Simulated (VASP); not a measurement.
# CrC2N2 (P4/mmm) in VASP: a series of runs

Runs on CrC2N2. Level: PBE. Tasks: single point.

Program: VASP 6.6.1. These are calculated values, not measurements. Logs are shortened: lines on timing, memory, paths and dates and some standing lists are left out, and cuts for length are marked.

## Step 1: The cell of the first run

The structure is tetragonal, space group P4/mmm (No. 123). Conventional cell: a = 7.266 Å, b = 7.266 Å, c = 3.278 Å, α = 90.00°, β = 90.00°, γ = 90.00°. Cr (site symmetry 4/mmm) has 4 C at 1.94 Å within 2.6 Å. Cr (site symmetry 4/mmm) has 4 N at 2.03 Å within 2.7 Å. Within 1.6 Å of C (site symmetry m2m) lie 1 N at 1.17 Å. N (site symmetry m2m) has 1 C at 1.17 Å within 1.6 Å.

## Step 2: Single point, PBE, collinear spin, ferromagnetic start

The input, INCAR:

```
SYSTEM = CrC2N2
PREC = Accurate
ENCUT = 520
EDIFF = 1E-6
ISMEAR = 0
SIGMA = 0.1
LREAL = .FALSE.
LASPH = .TRUE.
NELM = 150
ALGO = Normal
ISIF = 2
LWAVE = .FALSE.
LCHARG = .FALSE.
ISPIN = 2
MAGMOM = 3 3 0 0 0 0 0 0 0 0
LORBIT = 11
LMAXMIX = 4
GGA = PE
NBANDS = 45
```

The input, KPOINTS:

```
Automatic mesh
0
G
  4 4 6
  0 0 0
```

The input, POSCAR:

```
CrC2N2
1.0
    7.2662292800      0.0000000000      0.0000000000
    0.0000000000      7.2662292800      0.0000000000
    0.0000000000      0.0000000000      3.2783456400
Cr C N
2 4 4
Direct
    0.0000000000      0.0000000000      0.0000000000
    0.5000000000      0.5000000000      0.0000000000
    0.1885947800      0.8114052200      0.0000000000
    0.8114052200      0.1885947800      0.0000000000
    0.1885947800      0.1885947800      0.0000000000
    0.8114052200      0.8114052200      0.0000000000
    0.3024523200      0.6975476800      0.0000000000
    0.6975476800      0.3024523200      0.0000000000
    0.3024523200      0.3024523200      0.0000000000
    0.6975476800      0.6975476800      0.0000000000
```

Potentials or basis: VASP PAW PBE potentials, release 64 (Cr_pv, C, N).

Command:

```
$ cat potpaw_PBE.64/Cr_pv/POTCAR potpaw_PBE.64/C/POTCAR potpaw_PBE.64/N/POTCAR > POTCAR
$ mpirun -np 1 vasp_std > vasp.out
```

OUTCAR:

```text
SYSTEM = CrC2N2
   PREC = Accurate
   ENCUT = 520
   EDIFF = 1E-6
   ISMEAR = 0
   LREAL = .FALSE.
   LASPH = .TRUE.
   NELM = 150
   ISIF = 2
   ISPIN = 2
   LORBIT = 11
   GGA = PE

 ion  position               nearest neighbor table
   1  0.000  0.000  0.000-   3 1.94   4 1.94   5 1.94   6 1.94
   2  0.500  0.500  0.000-   7 2.03   8 2.03   9 2.03  10 2.03
   3  0.189  0.811  0.000-   7 1.17   1 1.94
   4  0.811  0.189  0.000-   8 1.17   1 1.94
   5  0.189  0.189  0.000-   9 1.17   1 1.94
   6  0.811  0.811  0.000-  10 1.17   1 1.94
   7  0.302  0.698  0.000-   3 1.17   2 2.03
   8  0.698  0.302  0.000-   4 1.17   2 2.03
   9  0.302  0.302  0.000-   5 1.17   2 2.03
  10  0.698  0.698  0.000-   6 1.17   2 2.03

  LATTYP: Found a simple tetragonal cell.
 ALAT       =     7.2662292800
 C/A-ratio  =     0.4511756392

  Lattice vectors:

 A1 = (   7.2662292800,   0.0000000000,   0.0000000000)
 A2 = (   0.0000000000,   7.2662292800,   0.0000000000)
 A3 = (   0.0000000000,   0.0000000000,   3.2783456400)

Analysis of symmetry for initial positions (statically):
=====================================================================
 Subroutine PRICEL returns:
 Original cell was already a primitive cell.

 Routine SETGRP: Setting up the symmetry group for a
 simple tetragonal supercell.

 Subroutine GETGRP returns: Found 16 space group operations
 (whereof 16 operations were pure point group operations)
 out of a pool of 16 trial point group operations.

The static configuration has the point symmetry D_4h.

Analysis of symmetry for dynamics (positions and initial velocities):
=====================================================================
 Subroutine PRICEL returns:
 Original cell was already a primitive cell.

 Routine SETGRP: Setting up the symmetry group for a
 simple tetragonal supercell.

 Subroutine GETGRP returns: Found 16 space group operations
 (whereof 16 operations were pure point group operations)
 out of a pool of 16 trial point group operations.

The dynamic configuration has the point symmetry D_4h.

Analysis of structural, dynamic, and magnetic symmetry:
=====================================================================
 Subroutine PRICEL returns:
 Original cell was already a primitive cell.

 Routine SETGRP: Setting up the symmetry group for a
 simple tetragonal supercell.

 Subroutine GETGRP returns: Found 16 space group operations
 (whereof 16 operations were pure point group operations)
 out of a pool of 16 trial point group operations.

The overall configuration has the point symmetry D_4h.

 Subroutine INISYM returns: Found 16 space group operations
 (whereof 16 operations are pure point group operations),
 and found     1 'primitive' translations

----------------------------------------------------------------------------------------

                                     Primitive cell

  volume of cell :     173.0904

  direct lattice vectors                    reciprocal lattice vectors
     7.266229280  0.000000000  0.000000000     0.137622963  0.000000000  0.000000000
     0.000000000  7.266229280  0.000000000     0.000000000  0.137622963  0.000000000
     0.000000000  0.000000000  3.278345640     0.000000000  0.000000000  0.305031900

  length of vectors
     7.266229280  7.266229280  3.278345640     0.137622963  0.137622963  0.305031900

  position of ions in fractional coordinates (direct lattice)
     0.000000000  0.000000000  0.000000000
     0.500000000  0.500000000  0.000000000
     0.188594780  0.811405220  0.000000000
     0.811405220  0.188594780  0.000000000
     0.188594780  0.188594780  0.000000000
     0.811405220  0.811405220  0.000000000
     0.302452320  0.697547680  0.000000000
     0.697547680  0.302452320  0.000000000
     0.302452320  0.302452320  0.000000000
     0.697547680  0.697547680  0.000000000

  ion indices of the primitive-cell ions
   primitive index   ion index
                 1           1
                 2           2
                 3           3
                 4           4
                 5           5
                 6           6
                 7           7
                 8           8
                 9           9
                10          10

----------------------------------------------------------------------------------------

 KPOINTS: Automatic mesh

Automatic generation of k-mesh.
 Grid dimensions read from file:
 generate k-points for:    4    4    6

 Generating k-lattice:

  Cartesian coordinates                     Fractional coordinates (reciprocal lattice)
     0.034405741  0.000000000  0.000000000     0.250000000  0.000000000  0.000000000
     0.000000000  0.034405741  0.000000000     0.000000000  0.250000000  0.000000000
     0.000000000  0.000000000  0.050838650     0.000000000  0.000000000  0.166666667

  Length of vectors
     0.034405741  0.034405741  0.050838650

  Shift w.r.t. Gamma in fractional coordinates (k-lattice)
     0.000000000  0.000000000  0.000000000

 Subroutine IBZKPT returns following result:
 ===========================================

 Found     24 irreducible k-points:

 Following reciprocal coordinates:
            Coordinates               Weight
  0.000000  0.000000  0.000000      1.000000
  0.250000  0.000000  0.000000      4.000000
  0.500000  0.000000  0.000000      2.000000
  0.250000  0.250000  0.000000      4.000000
  0.500000  0.250000  0.000000      4.000000
  0.500000  0.500000  0.000000      1.000000
[... 16 lines left out ...]
  0.500000  0.250000  0.500000      4.000000
  0.500000  0.500000  0.500000      1.000000
   k-points           NKPTS =     24   k-points in BZ     NKDIM =     24   number of bands    NBANDS=     45
   number of dos      NEDOS =    301   number of ions     NIONS =     10
   total plane-waves  NPLWV =  69984
   dimension x,y,z NGX =    54 NGY =   54 NGZ =   24
   dimension x,y,z NGXF=   108 NGYF=  108 NGZF=   48
   ions per type =               2   4   4
   NGX,Y,Z   is equivalent  to a cutoff of  12.35, 12.35, 12.17 a.u.
   NGXF,Y,Z  is equivalent  to a cutoff of  24.71, 24.71, 24.34 a.u.
 SYSTEM =  CrC2N2
   PREC   = accura    normal or accurate (medium, high low for compatibility)
   ISTART =      0    job   : 0-new  1-cont  2-samecut
   ICHARG =      2    charge: 1-file 2-atom 10-const
   ISPIN  =      2    spin polarized calculation?
   LNONCOLLINEAR =      F non collinear calculations
   LSORBIT =      F    spin-orbit coupling
   LASPH  =      T    aspherical Exc in radial PAW
   ENCUT  =  520.0 eV  38.22 Ry    6.18 a.u.  13.51 13.51  6.10*2*pi/ulx,y,z
   NELM   =    150;   NELMIN=  2; NELMDL= -5     # of ELM steps
   EDIFF  = 0.1E-05   stopping-criterion for ELM
   LREAL  =      F    real-space projection
   EDIFFG = 0.1E-04   stopping-criterion for IOM
   NSW    =      0    number of steps for IOM
   IBRION =     -1    ionic relax: 0-MD 1-quasi-New 2-CG
   NFREE  =      0    steps in history (QN), initial steepest desc. (CG)
   ISIF   =      2    stress and relaxation
   ISYM   =      2    0-nonsym 1-usesym 2-fastsym
   POTIM  = 0.5000    time-step for ionic-motion
   TEBEG  =    0.0;   TEEND  =   0.0 temperature during run
   PSTRESS=    0.0 pullay stress
   NELECT =      60.0000    total number of electrons
   NUPDOWN=      -1.0000    fix difference up-down
   EMIN   =  10.00;   EMAX   =-10.00  energy-range for DOS
   EFERMI =   0.00;   METHOD = LEGACY
   ISMEAR =     0;   SIGMA  =   0.10  broadening in eV -4-tet -1-fermi 0-gaus
   EFERMI_NEDOS =   21; number of points for ismear=-14 and -15
   IALGO  =     38    algorithm
   IMIX   =      4    mixing-type and parameters
     AMIX     =   0.40;   BMIX     =  1.00
     AMIX_MAG =   1.60;   BMIX_MAG =  1.00
  volume/ion in A,a.u.               =      17.31       116.81
  Fermi-wavevector in a.u.,A,eV,Ry     =   1.150008  2.173200 17.993961  1.322519
  Thomas-Fermi vector in A             =   2.286675
   LORBIT       =     11    0 simple, 1 ext, 2 COOP (PROOUT), +10 PAW based schemes
   GGA     = PE    functional components
   LHFCALC =     F    Hartree Fock is set to
   AEXX    =    0.0000 exact exchange contribution
   IVDW    =     0    specifies the selected vdW correction
   LEPSILON=     F    determine dielectric tensor
   LRPA    =     F    only Hartree local field effects (RPA)
 spin polarized calculation
 Gauss-broadening in eV      SIGMA  =   0.10
  energy-cutoff  :      520.00
  volume of cell :      173.09
 maximum number of plane-waves:      4700
   NGX = 27   NGY = 27   NGZ = 13

 number of electron      59.9999971 magnetization       0.0001767

 number of electron      59.9999971 magnetization      -0.0014009

 Free energy of the ion-electron system (eV)
  ---------------------------------------------------
  ext. energy  EPLUGINS =         0.00000000
  ---------------------------------------------------
  free energy    TOTEN  =       -83.55707853 eV

  energy without entropy =      -83.50345635  energy(sigma->0) =      -83.53026744

 E-fermi :   0.0501     XC(G=0):  -8.0138

 val. band max:        0.0499677770   @ k =   0.5000   0.0000   0.1667
 cond. band min:       0.0573059522   @ k =   0.5000   0.5000   0.0000
 fundamental gap:      0.0073381752
 Fermi energy:         0.0501073122

 spin component 1

 k-point     1 :       0.0000    0.0000    0.0000
  band No.  band energies     occupation
      1     -43.5311      1.00000
      2     -43.5311      1.00000
      3     -43.0995      1.00000
      4     -42.9188      1.00000
      5     -42.9188      1.00000
      6     -42.5429      1.00000
[... 34 lines left out ...]
     41       5.8962      0.00000
     42       6.2036      0.00000
[... 993 lines left out ...]
      1     -43.5286      1.00000
      2     -43.5286      1.00000
      3     -43.1292      1.00000
      4     -42.9161      1.00000
      5     -42.9161      1.00000
      6     -42.5734      1.00000
[... 34 lines left out ...]
     41       5.1161      0.00000
     42       5.1161      0.00000
 Fermi energy:         0.0501073122

 spin component 2

 k-point     1 :       0.0000    0.0000    0.0000
  band No.  band energies     occupation
      1     -43.5318      1.00000
      2     -43.5318      1.00000
      3     -43.2158      1.00000
      4     -42.9735      1.00000
      5     -42.7825      1.00000
      6     -42.7825      1.00000
[... 34 lines left out ...]
     41       5.8982      0.00000
     42       6.1885      0.00000
[... 993 lines left out ...]
      1     -43.5293      1.00000
      2     -43.5293      1.00000
      3     -43.2452      1.00000
      4     -43.0033      1.00000
      5     -42.7798      1.00000
      6     -42.7798      1.00000
[... 34 lines left out ...]
     41       5.1381      0.00000
     42       5.1381      0.00000
 [bands above 42 left out]

------------------------ aborting loop because EDIFF is reached ----------------------------------------

  FORCE on cell =-STRESS in cart. coord.  units (eV):
  Direction    XX          YY          ZZ          XY          YZ          ZX
  --------------------------------------------------------------------------------------
  -------------------------------------------------------------------------------------
  Total       -2.5838025     -2.5838025     -3.2363648      0.0000000      0.0000000      0.0000000
  in kB      -23.9164631    -23.9164631    -29.9567790      0.0000000      0.0000000      0.0000000
  external PRESSURE =     -25.9299018 kB  Pullay stress =       0.0000000 kB

 VOLUME and BASIS-vectors are now :
 -----------------------------------------------------------------------------
  energy-cutoff  :      520.00
  volume of cell :      173.09
      direct lattice vectors                 reciprocal lattice vectors
     7.266229280  0.000000000  0.000000000     0.137622963  0.000000000  0.000000000
     0.000000000  7.266229280  0.000000000     0.000000000  0.137622963  0.000000000
     0.000000000  0.000000000  3.278345640     0.000000000  0.000000000  0.305031900

 POSITION                                       TOTAL-FORCE (eV/Angst)
 -----------------------------------------------------------------------------------
      0.00000      0.00000      0.00000         0.000000     -0.000000      0.000000
      3.63311      3.63311      0.00000         0.000000     -0.000000      0.000000
      1.37037      5.89586      0.00000        -0.851027      0.851027      0.000000
      5.89586      1.37037      0.00000         0.851027     -0.851027     -0.000000
      1.37037      1.37037      0.00000        -0.851027     -0.851027      0.000000
      5.89586      5.89586      0.00000         0.851027      0.851027      0.000000
      2.19769      5.06854      0.00000         2.345014     -2.345014     -0.000000
      5.06854      2.19769      0.00000        -2.345014      2.345014      0.000000
      2.19769      2.19769      0.00000         2.345014      2.345014     -0.000000
      5.06854      5.06854      0.00000        -2.345014     -2.345014      0.000000
 -----------------------------------------------------------------------------------
    total drift:                                0.000000      0.000000      0.000000

  FREE ENERGIE OF THE ION-ELECTRON SYSTEM (eV)
  ---------------------------------------------------
  free  energy   TOTEN  =       -83.5570785257 eV

  energy  without entropy=      -83.5034563471  energy(sigma->0) =      -83.53026744

 total charge

# of ion       s       p       d       tot
------------------------------------------
    1        0.376   6.451   4.134  10.961
    2        0.290   6.255   3.951  10.496
    3        0.966   1.636   0.000   2.602
    4        0.966   1.636   0.000   2.602
    5        0.966   1.636   0.000   2.602
    6        0.966   1.636   0.000   2.602
    7        1.299   2.589   0.000   3.888
    8        1.299   2.589   0.000   3.888
    9        1.299   2.589   0.000   3.888
   10        1.299   2.589   0.000   3.888
--------------------------------------------------
tot          9.726  29.606   8.085  47.418

 magnetization (x)

# of ion       s       p       d       tot
------------------------------------------
    1        0.002   0.001  -0.044  -0.041
    2        0.003   0.000  -0.043  -0.040
    3       -0.000  -0.002   0.000  -0.003
    4       -0.000  -0.002   0.000  -0.003
    5       -0.000  -0.002   0.000  -0.003
    6       -0.000  -0.002   0.000  -0.003
    7        0.001   0.018   0.000   0.019
    8        0.001   0.018   0.000   0.019
    9        0.001   0.018   0.000   0.019
   10        0.001   0.018   0.000   0.019
--------------------------------------------------
tot          0.007   0.064  -0.086  -0.016
```

Wall time 22 min (1 thread of Intel Xeon 8259CL, shared host); peak memory 0.49 GiB.

What came out:

* Free energy: -83.5571 eV
* Pressure: -2.6 GPa
* Largest force: 3.316 eV/Å
* Band gap on the k mesh: zero (filled and empty bands overlap)
* Net moment: 0.00 μB per cell
* Site moments: Cr -0.04; C -0.00; N +0.02 μB
* Valence electrons inside the program's atomic spheres: Cr 10.96, 10.50; C 2.60; N 3.89

Forces on the atoms (eV/Å):
```
Cr   0.000  0.000  0.000
Cr   0.000  0.000  0.000
C   -0.851  0.851  0.000
C    0.851 -0.851  0.000
C   -0.851 -0.851  0.000
C    0.851  0.851  0.000
N    2.345 -2.345  0.000
N   -2.345  2.345  0.000
N    2.345  2.345  0.000
N   -2.345 -2.345  0.000
```

Stress tensor (GPa, compression positive):
```
-2.39  0.00  0.00
 0.00 -2.39  0.00
 0.00  0.00 -3.00
```

Caveat: forces of over 1 eV/Å act on the atoms, so gaps and moduli don't describe the material at rest.

## Step 3: Single point, PBE, collinear spin, ferromagnetic start

This run uses another cell than the first one, of 22.20 Å³/atom.

The input, INCAR:

```
SYSTEM = CrC2N2
PREC = Accurate ; ENCUT = 520
EDIFF = 1E-7 ; ISMEAR = 0
SIGMA = 0.1 ; LREAL = .False.
LASPH = .True. ; NELM = 150
ALGO = Normal ; ISIF = 2
LWAVE = .False. ; LCHARG = .False.
ISPIN = 2 ; MAGMOM = 3 3 0 0 0 0 0 0 0 0
LORBIT = 11 ; LMAXMIX = 4
GGA = PE ; NBANDS = 45
```

The input, KPOINTS:

```
regular mesh
0
Gamma
  4 4 6
  0 0 0
```

The input, POSCAR:

```
CrC2N2
1.0
    7.3954228167      0.0000000000      0.0000000000
    0.0000000000      7.3954228167      0.0000000000
    0.0000000000      0.0000000000      4.0599161223
Cr C N
2 4 4
Direct
    0.0000000000      0.0000000000      0.0000000000
    0.5000000000      0.5000000000      0.0000000000
    0.1972202198      0.8027797802      0.0000000000
    0.8027797802      0.1972202198      0.0000000000
    0.1972202198      0.1972202198      0.0000000000
    0.8027797802      0.8027797802      0.0000000000
    0.3089835421      0.6910164579      0.0000000000
    0.6910164579      0.3089835421      0.0000000000
    0.3089835421      0.3089835421      0.0000000000
    0.6910164579      0.6910164579      0.0000000000
```

Potentials or basis: VASP PAW PBE potentials, release 64 (Cr_pv, C, N).

Command:

```
$ cat potpaw_PBE.64/Cr_pv/POTCAR potpaw_PBE.64/C/POTCAR potpaw_PBE.64/N/POTCAR > POTCAR
$ mpirun -np 1 vasp_std > vasp.out
```

Wall time 17 min (1 thread of Intel Xeon Platinum 8559C (Emerald Rapids), shared host); peak memory 0.62 GiB.

Results (log left out):

| Quantity | Value |
| --- | --- |
| Free energy | -82.9356 eV |
| Pressure | -3.6 GPa |
| Largest force | 2.737 eV/Å |
| Net moment | 0.17 μB per cell |
| Site moments | Cr -0.06, +0.22; C -0.02; N -0.00 μB |
| Valence electrons inside the program's atomic spheres | Cr 10.64, 10.55; C 2.57; N 3.90 |

Forces in eV/Å, atoms in the order of the input:
```
Cr   0.000  0.000  0.000
Cr   0.000  0.000  0.000
C   -1.921  1.921  0.000
C    1.921 -1.921  0.000
C   -1.921 -1.921  0.000
C    1.921  1.921  0.000
N    1.935 -1.935  0.000
N   -1.935  1.935  0.000
N    1.935  1.935  0.000
N   -1.935 -1.935  0.000
```

Stress tensor (GPa, compression positive):
```
-4.91  0.00  0.00
 0.00 -4.91  0.00
 0.00  0.00 -0.95
```

Levels at points of the mesh, in eV from the Fermi level:
Spin up:
```
           k point  band 28  band 29  band 30  band 31  band 32  band 33
(0.00, 0.00, 0.00)    -0.82    -0.26    -0.26    -0.20     0.58     0.58
(0.50, 0.00, 0.00)    -0.20    -0.06     0.07     0.11     0.14     0.20
(0.50, 0.50, 0.00)    -0.25    -0.25    -0.20     0.11     0.42     0.58
(0.00, 0.00, 0.50)    -0.52    -0.52    -0.28     0.50     0.50     0.73
(0.50, 0.00, 0.50)    -0.22    -0.19    -0.05    -0.03     0.06     0.30
(0.50, 0.50, 0.50)    -0.51    -0.28     0.12     0.43     0.50     0.50
```
Spin down:
```tsv
k point	band 27	band 28	band 29	band 30	band 31	band 32	band 33	band 34
(0.00, 0.00, 0.00)	-1.17	-0.32	-0.32	-0.20	0.41	0.51	0.51	0.53
(0.50, 0.00, 0.00)	-0.33	-0.21	-0.18	0.01	0.03	0.10	0.10	0.53
(0.50, 0.50, 0.00)	-0.32	-0.32	-0.21	-0.19	-0.04	0.50	0.50	0.53
(0.00, 0.00, 0.50)	-1.13	-0.57	-0.57	0.42	0.43	0.43	0.73	1.36
(0.50, 0.00, 0.50)	-0.32	-0.27	-0.23	-0.17	-0.08	-0.03	0.74	1.48
(0.50, 0.50, 0.50)	-0.56	-0.56	-0.20	-0.02	0.42	0.42	0.72	1.47
```

Caveat: the cell stands under tension; forces of over 1 eV/Å act on the atoms, so gaps and moduli don't describe the material at rest. With open d or f shells a metallic result of PBE can be an artefact of self-interaction; +U or a hybrid may open a gap.
